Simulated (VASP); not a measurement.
As, 1 atom in the cell. The structure is cubic, space group Pm-3m (No. 221). The conventional cell has a = 2.697 Å, b = 2.697 Å, c = 2.697 Å, α = 90.00°, β = 90.00°, γ = 90.00°. As (site symmetry m-3m) has 6 As at 2.70 Å within 3.6 Å. 

* Program: VASP 6.6.1
* Task: single point
* Functional: PBEsol
* Potentials or basis: VASP PAW PBE potentials, release 64 (As)
* Cutoff: 520 eV
* k mesh: 12 × 12 × 12
* Occupations: fermi-dirac, width 0.136057 eV
* Spin: no spin polarisation
* Dipole correction: no
* Further INCAR settings: ALGO = Normal; EDIFF = 1e-06; NBANDS = 8

Potentials or basis: VASP PAW PBE potentials, release 64 (As).

Launch:

```console
$ cat potpaw_PBE.64/As/POTCAR > POTCAR
$ mpirun -np 1 vasp_std > vasp.out
```

Hardware: 1 thread of Intel Xeon 6975P-C, on a shared host.

**Question.** Estimate the wall time of this run.

**Answer.** It took 6 s on 1 thread of Intel Xeon 6975P-C, with other jobs on the host, peak memory 0.13 GiB. Counts: scf iterations 9, k points 84.
